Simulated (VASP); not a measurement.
# CdS (sol) (P6_3mc) in VASP: a series of runs, part 2 of 2

VASP 6.6.1. The steps go on from the part before.

## 4. Relaxation of cell and atoms, PBEsol

Contents of INCAR:

```
PREC = Accurate
ENCUT = 600
EDIFF = 1E-6
ISMEAR = 0
SIGMA = 0.02
LREAL = False
LASPH = True
NELM = 60
ALGO = Normal
ISIF = 3
LWAVE = False
LCHARG = False
GGA = PS
IBRION = 2
NSW = 100
EDIFFG = -0.002
```

Contents of KPOINTS:

```
regular mesh
0
Gamma
  9 9 4
```

Contents of POSCAR:

```
CdS
1.0
    4.1688381000      0.0000000000      0.0000000000
   -2.0844190500      3.6103197000      0.0000000000
    0.0000000000      0.0000000000      6.7796174100
Cd S
2 2
Direct
    0.6666666700      0.3333333300      0.5002243700
    0.3333333300      0.6666666700      0.0002243700
    0.6666666700      0.3333333300      0.8767756300
    0.3333333300      0.6666666700      0.3767756300
```

Potentials or basis: VASP PAW PBE potentials, release 64 (Cd, S).

Started as:

```
$ cat potpaw_PBE.64/Cd/POTCAR potpaw_PBE.64/S/POTCAR > POTCAR
$ mpirun -np 1 vasp_std > vasp.out
```

OUTCAR:

```text
PREC = Accurate
   ENCUT = 600
   EDIFF = 1E-6
   ISMEAR = 0
   LREAL = False
   LASPH = True
   NELM = 60
   ISIF = 3
   GGA = PS
   IBRION = 2
   NSW = 100
   EDIFFG = -0.002

 ion  position               nearest neighbor table
   1  0.667  0.333  0.500-   4 2.55   4 2.55   4 2.55   3 2.55
   2  0.333  0.667  0.000-   3 2.55   3 2.55   3 2.55   4 2.55
   3  0.667  0.333  0.877-   2 2.55   2 2.55   2 2.55   1 2.55
   4  0.333  0.667  0.377-   1 2.55   1 2.55   1 2.55   2 2.55

  LATTYP: Found a hexagonal cell.
 ALAT       =     4.1688381000
 C/A-ratio  =     1.6262606624

  Lattice vectors:

 A1 = (   4.1688381000,   0.0000000000,   0.0000000000)
 A2 = (  -2.0844190500,   3.6103197000,   0.0000000000)
 A3 = (   0.0000000000,   0.0000000000,   6.7796174100)

Analysis of symmetry for initial positions (statically):
=====================================================================
 Subroutine PRICEL returns:
 Original cell was already a primitive cell.

 Routine SETGRP: Setting up the symmetry group for a
 hexagonal supercell.

 Subroutine GETGRP returns: Found 12 space group operations
[... 279 lines left out ...]
  FREE ENERGIE OF THE ION-ELECTRON SYSTEM (eV)
  ---------------------------------------------------
  free  energy   TOTEN  =       -13.6349174802 eV

  energy  without entropy=      -13.6349174802  energy(sigma->0) =      -13.63491748

[... ionic steps 4 to 7 ...]

--------------------------------------- Ionic step        8  -------------------------------------------

 number of electron      36.0000005 magnetization

------------------------ aborting loop because EDIFF is reached ----------------------------------------
[... 71 lines left out ...]
--------------------------------------- Ionic step       10  -------------------------------------------

 number of electron      36.0000005 magnetization

 Free energy of the ion-electron system (eV)
  ---------------------------------------------------
  ext. energy  EPLUGINS =         0.00000000
  ---------------------------------------------------
  free energy    TOTEN  =       -13.63491565 eV

  energy without entropy =      -13.63491565  energy(sigma->0) =      -13.63491565

 E-fermi :   1.3060     XC(G=0):  -9.3634

 val. band max:        1.1975649710   @ k =   0.0000   0.0000   0.0000
 cond. band min:       2.2824953846   @ k =   0.0000   0.0000   0.0000
 fundamental gap:      1.0849304135
 Fermi energy:         1.3059842681

 k-point     1 :       0.0000    0.0000    0.0000
  band No.  band energies     occupation
      1     -11.1815      2.00000
      2     -10.7373      2.00000
      3      -6.5054      2.00000
      4      -6.4985      2.00000
      5      -6.4985      2.00000
      6      -6.4134      2.00000
[... 589 lines left out ...]
     21       6.1498      0.00000
     22       7.8605      0.00000

 [... further k-points ...]

------------------------ aborting loop because EDIFF is reached ----------------------------------------

  FORCE on cell =-STRESS in cart. coord.  units (eV):
  Direction    XX          YY          ZZ          XY          YZ          ZX
  --------------------------------------------------------------------------------------
  -------------------------------------------------------------------------------------
  Total       -0.0013400     -0.0013400     -0.0018707      0.0000000     -0.0000000      0.0000000
  in kB       -0.0216044     -0.0216044     -0.0301614      0.0000000     -0.0000000      0.0000000
  external PRESSURE =      -0.0244568 kB  Pullay stress =       0.0000000 kB
[... 19 lines left out ...]
  FREE ENERGIE OF THE ION-ELECTRON SYSTEM (eV)
  ---------------------------------------------------
  free  energy   TOTEN  =       -13.6349156498 eV

  energy  without entropy=      -13.6349156498  energy(sigma->0) =      -13.63491565

 reached required accuracy - stopping structural energy minimisation
```

CONTCAR:

```text
CdS
   1.00000000000000
     4.1314959234276198    0.0000000000000000    0.0000000000000000
    -2.0657479617138099    3.5779804264252553    0.0000000000000000
     0.0000000000000000    0.0000000000000000    6.7223952019016791
  Cd              S
     2     2
Direct
     0.6666666699999979    0.3333333300000021    0.5002306337770186
     0.3333333300000021    0.6666666699999979    0.0002306337770185
     0.6666666699999979    0.3333333300000021    0.8767693662229767
     0.3333333300000021    0.6666666699999979    0.3767693662229768

  0.00000000E+00  0.00000000E+00  0.00000000E+00
  0.00000000E+00  0.00000000E+00  0.00000000E+00
  0.00000000E+00  0.00000000E+00  0.00000000E+00
  0.00000000E+00  0.00000000E+00  0.00000000E+00
```

It took 5.5 min on 1 thread of Intel Xeon Platinum 8559C (Emerald Rapids), shared host; peak memory 0.31 GiB.

Results:

* Free energy: -13.6349 eV
* Relaxed volume: 24.84 Å³/atom
* Relaxed cell: a = 4.131 Å, b = 4.131 Å, c = 6.722 Å, α = 90.00°, β = 90.00°, γ = 120.00°
* Space group after relaxing (to 0.05 Å): P6_3mc (No. 186)
* Energy gained by relaxing: 3.2 meV/atom
* Ionic steps: 10
* Pressure after relaxing: 0.0 GPa
* Band gap on the k mesh: 1.08 eV, direct

Step by step:
```csv
step,energy change (eV),largest force (eV/Å),pressure (GPa),volume (Å³)
1,0.0000,0.0046,-1.48,102.04
2,-0.0113,0.0027,0.54,98.59
3,-0.0127,0.0007,0.01,99.40
4,-0.0127,0.0006,-0.03,99.46
5,-0.0127,0.0001,-0.03,99.45
6,-0.0127,0.0013,-0.03,99.45
7,-0.0127,0.0010,-0.03,99.45
8,-0.0127,0.0009,-0.02,99.44
9,-0.0127,0.0010,-0.02,99.42
10,-0.0127,0.0004,0.00,99.37
```

Final structure:
```
Cd S
1.0
     4.13150    0.00000    0.00000
    -2.06575    3.57798    0.00000
     0.00000    0.00000    6.72240
Cd S
2 2
Cartesian
  2.0657 1.1927 3.3627
  0.0000 2.3853 0.0016
  2.0657 1.1927 5.8940
  0.0000 2.3853 2.5328
```

Caveat: the PAW data sets were made with another functional, which shifts forces and pressure a little.

## 5. The runs side by side

| task | cell | k mesh | cutoff (eV) | smearing | gap on the mesh (eV) | pressure (GPa) |
| --- | --- | --- | --- | --- | --- | --- |
| single point | a = 4.169, b = 4.169, c = 6.780 Å, angles 90.0, 90.0, 120.0°, 4 atoms | 6 × 6 × 4 | 520 | gaussian 0.1 eV | 1.03 | -1.5 |
| single point | a = 4.125, b = 4.125, c = 6.710 Å, angles 90.0, 90.0, 120.0°, 4 atoms | 9 × 9 × 4 | 520 | gaussian 0.02 eV | 1.10 | 0.4 |
| relaxation of cell and atoms | relaxed from a = 4.169, b = 4.169, c = 6.780 Å, angles 90.0, 90.0, 120.0°, 4 atoms | 9 × 9 × 4 | 600 | gaussian 0.02 eV | 1.08 | 0.0 |

Alike in all rows: level PBEsol; potentials or basis VASP PAW PBE potentials, release 64 (Cd, S); no spin polarisation.

Caveats: the PAW data sets were made with another functional, which shifts forces and pressure a little.

Total energies depend on the potentials used, so only differences within one code and one set of settings carry meaning.
